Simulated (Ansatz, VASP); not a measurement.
**One calculation of LiH, two programs**

```
Li H
1.0
     2.75604    0.00000    0.00000
    -1.37802    2.38680    0.00000
     0.00000    0.00000    2.53447
Li H
1 1
Cartesian
  1.3780 0.7956 0.0000
  0.0000 0.0000 1.2672
```

Change from the starting cell: species swapped into the CrC type (P-6m2, No. 187).

Alike in both runs: functional PBE; k mesh 12 × 12 × 10; occupations gaussian, width 0.02 eV; no spin polarisation.

Ansatz relaxed the structure, and its values are those at the end. VASP's run is a single point on that final structure, the one shown.

|  | VASP | Ansatz |
| --- | --- | --- |
| version | VASP 6.6.1 | Ansatz 0.2.0 |
| potentials or method | VASP PAW PBE potentials, release 64 (Li_sv, H), cutoff 520 eV | scalar-relativistic, plane waves, PAW |
| valence electrons in the cell | 4 | 4 |

```tsv
	VASP	Ansatz	Ansatz less VASP
gap on the k mesh at the Fermi level (eV)	1.87	1.87	+0.005
least direct gap on the mesh (eV)	4.85	4.85	+0.003
```

Noted on VASP's run: the cutoff is short for stress, so the pressure is rough.
